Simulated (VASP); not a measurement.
# MoS2 (R3m) in VASP: relaxation of the atoms with r2SCAN

Aim: the relaxation of the atoms of MoS2 with r2SCAN.

All numbers are computed with VASP 6.6.1; they aren't measurements. Logs are shortened: lines on timing, memory, paths and dates and some standing lists are left out, and cuts for length are marked.

## (1) The cell of the first run

Symmetry: R3m, No. 160, trigonal system. The conventional cell has a = 3.206 Å, b = 3.206 Å, c = 19.621 Å, α = 90.00°, β = 90.00°, γ = 120.00°. Mo (site symmetry 3m) has 6 S at 2.42 Å and 6 Mo at 3.21 Å within 3.3 Å. Within 3.3 Å of S (site symmetry 3m) lie 3 Mo at 2.42 Å and 7 S at 3.13 to 3.21 Å. Within 3.3 Å of S (site symmetry 3m) lie 3 Mo at 2.42 Å and 7 S at 3.13 to 3.21 Å.

## (2) Relaxation of the atoms, r2SCAN (19.41 Å³/atom)

POSCAR reads:

```
MoS2
1.0
    1.6031059165      0.9255536324      6.5403263336
   -1.6031059165      0.9255536324      6.5403263336
    0.0000000000     -1.8511072649      6.5403263336
Mo S
1 2
Direct
    0.0001059275      0.0001059275      0.0001059275
    0.2538110195      0.2538110195      0.2538110195
    0.4130830530      0.4130830530      0.4130830530
```

INCAR.step1 reads:

```
SYSTEM = MoS2
PREC     = Accurate       ! precision mode
ENCUT    = 520            ! plane-wave cutoff, eV
ISMEAR   = 0              ! smearing method
SIGMA    = 0.01           ! smearing width, eV
LREAL    = .False.        ! projectors in reciprocal space
LASPH    = .True.         ! aspherical terms in the spheres
NELM     = 100            ! most SCF steps
GGA      = PE             ! functional
ALGO     = Normal         ! electronic algorithm
EDIFF    = 1E-4           ! SCF threshold, eV
LWAVE    = .True.         ! write WAVECAR
LCHARG   = .False.        ! write CHGCAR
```

INCAR.step2 reads:

```
SYSTEM = MoS2
PREC     = Accurate       ! precision mode
ENCUT    = 520            ! plane-wave cutoff, eV
EDIFF    = 1E-6           ! SCF threshold, eV
ISMEAR   = 0              ! smearing method
SIGMA    = 0.01           ! smearing width, eV
LREAL    = .False.        ! projectors in reciprocal space
LASPH    = .True.         ! aspherical terms in the spheres
NELM     = 100            ! most SCF steps
ALGO     = Normal         ! electronic algorithm
ISIF     = 2              ! what is computed and relaxed
LWAVE    = .False.        ! write WAVECAR
LCHARG   = .False.        ! write CHGCAR
METAGGA  = R2SCAN         ! meta-GGA
LMIXTAU  = .True.       
IBRION   = 2              ! ionic algorithm
NSW      = 100            ! ionic steps
EDIFFG   = -0.002         ! ionic threshold
ISTART   = 1
```

KPOINTS reads:

```
Automatic mesh
0
Gamma
  8 8 8
  0 0 0
```

Potentials or basis: VASP PAW PBE potentials, release 64 (Mo_sv, S).

On the command line:

```sh
> cat potpaw_PBE.64/Mo_sv/POTCAR potpaw_PBE.64/S/POTCAR > POTCAR
> cp INCAR.step1 INCAR
> mpirun -np 1 vasp_std > vasp.out
> cp INCAR.step2 INCAR
> mpirun -np 1 vasp_std > vasp.out
```

OUTCAR:

```text
SYSTEM = MoS2
   PREC = Accurate
   ENCUT = 520
   EDIFF = 1E-6
   ISMEAR = 0
   LREAL = .False.
   LASPH = .True.
   NELM = 100
   ISIF = 2
   METAGGA = R2SCAN
   IBRION = 2
   NSW = 100
   EDIFFG = -0.002
   ISTART = 1

 ion  position               nearest neighbor table
   1  0.000  0.000  0.000-   2 2.42   2 2.42   2 2.42   3 2.42   3 2.42   3 2.42
   2  0.254  0.254  0.254-   1 2.42   1 2.42   1 2.42
   3  0.413  0.413  0.413-   1 2.42   1 2.42   1 2.42

  LATTYP: Found a trigonal (rhomboedric) cell.
 ALAT       =     6.7972396350
 COS(alpha) =     0.8887527543

  Lattice vectors:

 A1 = (   1.6031059165,   0.9255536324,   6.5403263336)
 A2 = (  -1.6031059165,   0.9255536324,   6.5403263336)
 A3 = (   0.0000000000,  -1.8511072649,   6.5403263336)

Analysis of symmetry for initial positions (statically):
=====================================================================
 Subroutine PRICEL returns:
 Original cell was already a primitive cell.

 Routine SETGRP: Setting up the symmetry group for a
 trigonal (rhombohedral) supercell.

 Subroutine GETGRP returns: Found  6 space group operations
 (whereof  6 operations were pure point group operations)
 out of a pool of 12 trial point group operations.

The static configuration has the point symmetry C_3v.

Analysis of symmetry for dynamics (positions and initial velocities):
=====================================================================
 Subroutine PRICEL returns:
 Original cell was already a primitive cell.

 Routine SETGRP: Setting up the symmetry group for a
 trigonal (rhombohedral) supercell.

 Subroutine GETGRP returns: Found  6 space group operations
 (whereof  6 operations were pure point group operations)
 out of a pool of 12 trial point group operations.

The dynamic configuration has the point symmetry C_3v.

 Subroutine INISYM returns: Found  6 space group operations
 (whereof  6 operations are pure point group operations),
 and found     1 'primitive' translations

----------------------------------------------------------------------------------------

                                     Primitive cell

  volume of cell :      58.2257

  direct lattice vectors                    reciprocal lattice vectors
     1.603105916  0.925553632  6.540326334     0.311894551  0.180072403  0.050965856
    -1.603105916  0.925553632  6.540326334    -0.311894551  0.180072403  0.050965856
     0.000000000 -1.851107265  6.540326334     0.000000000 -0.360144806  0.050965856

  length of vectors
     6.797239635  6.797239635  6.797239635     0.363733144  0.363733144  0.363733144

  position of ions in fractional coordinates (direct lattice)
     0.000105928  0.000105928  0.000105928
     0.253811019  0.253811019  0.253811019
     0.413083053  0.413083053  0.413083053

  ion indices of the primitive-cell ions
   primitive index   ion index
                 1           1
                 2           2
                 3           3

----------------------------------------------------------------------------------------

 KPOINTS: Automatic mesh

Automatic generation of k-mesh.
 Grid dimensions read from file:
 generate k-points for:    8    8    8

 Generating k-lattice:

  Cartesian coordinates                     Fractional coordinates (reciprocal lattice)
     0.038986819  0.022509050  0.006370732     0.125000000  0.000000000  0.000000000
    -0.038986819  0.022509050  0.006370732     0.000000000  0.125000000  0.000000000
     0.000000000 -0.045018101  0.006370732     0.000000000  0.000000000  0.125000000

  Length of vectors
     0.045466643  0.045466643  0.045466643

  Shift w.r.t. Gamma in fractional coordinates (k-lattice)
     0.000000000  0.000000000  0.000000000

 Subroutine IBZKPT returns following result:
 ===========================================

 Found     65 irreducible k-points:

 Following reciprocal coordinates:
            Coordinates               Weight
  0.000000  0.000000  0.000000      1.000000
  0.125000  0.000000 -0.000000      6.000000
  0.250000  0.000000 -0.000000      6.000000
  0.375000  0.000000 -0.000000      6.000000
  0.500000  0.000000 -0.000000      3.000000
  0.125000  0.125000 -0.000000      6.000000
[... 16 lines left out ...]
  0.250000  0.125000  0.125000      6.000000
  0.375000  0.125000  0.125000      6.000000
 [... further k-points ...]
   k-points           NKPTS =     65   k-points in BZ     NKDIM =     65   number of bands    NBANDS=     17
   number of dos      NEDOS =    301   number of ions     NIONS =      3
   total plane-waves  NPLWV = 157464
   dimension x,y,z NGX =    54 NGY =   54 NGZ =   54
   dimension x,y,z NGXF=   108 NGYF=  108 NGZF=  108
   ions per type =               1   2
   NGX,Y,Z   is equivalent  to a cutoff of  13.21, 13.21, 13.21 a.u.
   NGXF,Y,Z  is equivalent  to a cutoff of  26.41, 26.41, 26.41 a.u.
 SYSTEM =  MoS2
   PREC   = accura    normal or accurate (medium, high low for compatibility)
   ISTART =      1    job   : 0-new  1-cont  2-samecut
   ICHARG =      0    charge: 1-file 2-atom 10-const
   ISPIN  =      1    spin polarized calculation?
   LNONCOLLINEAR =      F non collinear calculations
   LSORBIT =      F    spin-orbit coupling
   LASPH  =      T    aspherical Exc in radial PAW
   ENCUT  =  520.0 eV  38.22 Ry    6.18 a.u.  12.64 12.64 12.64*2*pi/ulx,y,z
   NELM   =    100;   NELMIN=  2; NELMDL=  0     # of ELM steps
   EDIFF  = 0.1E-05   stopping-criterion for ELM
   LREAL  =      F    real-space projection
   EDIFFG = -.2E-02   stopping-criterion for IOM
   NSW    =    100    number of steps for IOM
   IBRION =      2    ionic relax: 0-MD 1-quasi-New 2-CG
   NFREE  =      1    steps in history (QN), initial steepest desc. (CG)
   ISIF   =      2    stress and relaxation
   ISYM   =      2    0-nonsym 1-usesym 2-fastsym
   POTIM  = 0.5000    time-step for ionic-motion
   TEBEG  =    0.0;   TEEND  =   0.0 temperature during run
   PSTRESS=    0.0 pullay stress
   NELECT =      26.0000    total number of electrons
   NUPDOWN=      -1.0000    fix difference up-down
   EMIN   =  10.00;   EMAX   =-10.00  energy-range for DOS
   EFERMI =   0.00;   METHOD = LEGACY
   ISMEAR =     0;   SIGMA  =   0.01  broadening in eV -4-tet -1-fermi 0-gaus
   EFERMI_NEDOS =   21; number of points for ismear=-14 and -15
   IALGO  =     38    algorithm
   IMIX   =      4    mixing-type and parameters
     AMIX     =   0.40;   BMIX     =  1.00
     AMIX_MAG =   1.60;   BMIX_MAG =  1.00
  volume/ion in A,a.u.               =      19.41       130.98
  Fermi-wavevector in a.u.,A,eV,Ry     =   1.251299  2.364612 21.303313  1.565749
  Thomas-Fermi vector in A             =   2.385253
   LORBIT       =      0    0 simple, 1 ext, 2 COOP (PROOUT), +10 PAW based schemes
   METAGGA = R2SCAN    functional components
   LHFCALC =     F    Hartree Fock is set to
   AEXX    =    0.0000 exact exchange contribution
   IVDW    =     0    specifies the selected vdW correction
   LEPSILON=     F    determine dielectric tensor
   LRPA    =     F    only Hartree local field effects (RPA)
 conjugate gradient relaxation of ions
 non-spin polarized calculation
 Gauss-broadening in eV      SIGMA  =   0.01
  energy-cutoff  :      520.00
  volume of cell :       58.23
 maximum number of plane-waves:      1592
 NGX is ok and might be reduce to    54
   NGX = 25   NGY = 25   NGZ = 25

--------------------------------------- Ionic step        1  -------------------------------------------

 number of electron      25.9999999 magnetization

 Free energy of the ion-electron system (eV)
  ---------------------------------------------------
  ext. energy  EPLUGINS =         0.00000000
  ---------------------------------------------------
  free energy    TOTEN  =       -45.03145118 eV

  energy without entropy =      -45.03145118  energy(sigma->0) =      -45.03145118

------------------------ aborting loop because EDIFF is reached ----------------------------------------

  FORCE on cell =-STRESS in cart. coord.  units (eV):
  Direction    XX          YY          ZZ          XY          YZ          ZX
  --------------------------------------------------------------------------------------
  -------------------------------------------------------------------------------------
  Total       -0.9361563     -0.9361563     -1.0396403      0.0000000      0.0000000      0.0000000
  in kB      -25.7599167    -25.7599167    -28.6074551      0.0000000      0.0000000      0.0000000
  external PRESSURE =     -26.7090962 kB  Pullay stress =       0.0000000 kB
[... 133 lines left out ...]
  energy  without entropy=      -45.0366691361  energy(sigma->0) =      -45.03666914

--------------------------------------- Ionic step        5  -------------------------------------------

 number of electron      25.9999999 magnetization

 Free energy of the ion-electron system (eV)
  ---------------------------------------------------
  ext. energy  EPLUGINS =         0.00000000
  ---------------------------------------------------
  free energy    TOTEN  =       -45.03667080 eV

  energy without entropy =      -45.03667080  energy(sigma->0) =      -45.03667080

 E-fermi :   6.4169     XC(G=0): -10.9071

 val. band max:        6.2621828301   @ k =   0.5000   0.5000   0.5000
 cond. band min:       7.5015223906   @ k =  -0.1250   0.5000   0.1250
 fundamental gap:      1.2393395605
 Fermi energy:         6.4168528079

 k-point     1 :       0.0000    0.0000    0.0000
  band No.  band energies     occupation
      1     -57.1673      2.00000
      2     -30.5650      2.00000
      3     -30.3822      2.00000
      4     -30.3822      2.00000
      5      -9.1212      2.00000
      6      -7.5535      2.00000
[... 9 lines left out ...]
     16       8.8500      0.00000
     17       8.8500      0.00000
[... 443 lines left out ...]
      1     -57.1485      2.00000
      2     -30.5706      2.00000
      3     -30.5267      2.00000
      4     -30.4253      2.00000
      5      -8.2507      2.00000
      6      -7.3145      2.00000
[... 9 lines left out ...]
     16       8.9399      0.00000
     17       9.5585      0.00000

 [... further k-points ...]

------------------------ aborting loop because EDIFF is reached ----------------------------------------

  FORCE on cell =-STRESS in cart. coord.  units (eV):
  Direction    XX          YY          ZZ          XY          YZ          ZX
  --------------------------------------------------------------------------------------
  -------------------------------------------------------------------------------------
  Total       -0.6270322     -0.6270322     -0.0761270      0.0000000      0.0000000      0.0000000
  in kB      -17.2538485    -17.2538485     -2.0947627      0.0000000      0.0000000      0.0000000
  external PRESSURE =     -12.2008199 kB  Pullay stress =       0.0000000 kB
[... 18 lines left out ...]
  FREE ENERGIE OF THE ION-ELECTRON SYSTEM (eV)
  ---------------------------------------------------
  free  energy   TOTEN  =       -45.0366707959 eV

  energy  without entropy=      -45.0366707959  energy(sigma->0) =      -45.03667080

 reached required accuracy - stopping structural energy minimisation
```

Wall time 78 min (1 thread of Oxide Virtual Turin-like, shared host); peak memory 0.45 GiB.

Results:

```yaml
Free_energy: -45.0367 eV
Energy_gained_by_relaxing: 1.7 meV/atom
Ionic_steps: 5
Pressure_after_relaxing: -1.2 GPa
Band_gap_on_the_k_mesh: 1.24 eV (least direct gap 2.01 eV)
```

Step by step:
```csv
step,energy change (eV),largest force (eV/Å),pressure (GPa)
1,0.0000,0.3157,-2.67
2,-0.0052,0.0223,-1.32
3,-0.0052,0.0024,-1.23
4,-0.0052,0.0069,-1.19
5,-0.0052,0.0020,-1.22
```

Final structure:
```yaml
crystal:
  lattice:
    - [1.60311, 0.92555, 6.54033]
    - [-1.60311, 0.92555, 6.54033]
    - [0.00000, -1.85111, 6.54033]
  atoms:
    - { symbol: Mo, position: [0.00011, 0.00011, 0.00011] }
    - { symbol: S, position: [0.25464, 0.25464, 0.25464] }
    - { symbol: S, position: [0.41225, 0.41225, 0.41225] }
```

Levels at points of the mesh, in eV from the valence-band top:
| k point | band 9 | band 10 | band 11 | band 12 | band 13 | band 14 | band 15 | band 16 | band 17 |
| --- | --- | --- | --- | --- | --- | --- | --- | --- | --- |
| (0.00, 0.00, 0.00) | -3.44 | -2.31 | -2.31 | -1.56 | -0.83 | 2.26 | 2.26 | 2.59 | 2.59 |
| (0.50, 0.00, 0.00) | -4.92 | -4.00 | -2.36 | -1.74 | -1.29 | 1.71 | 2.18 | 3.73 | 3.83 |
| (0.50, 0.50, 0.00) | -4.74 | -3.97 | -2.71 | -1.82 | -1.18 | 1.68 | 2.26 | 3.40 | 4.04 |
| (0.50, 0.50, 0.50) | -3.45 | -3.08 | -2.30 | -2.30 | 0.00 | 2.30 | 2.30 | 2.53 | 2.53 |

Caveat: the PAW data sets were made with another functional, which shifts forces and pressure a little.
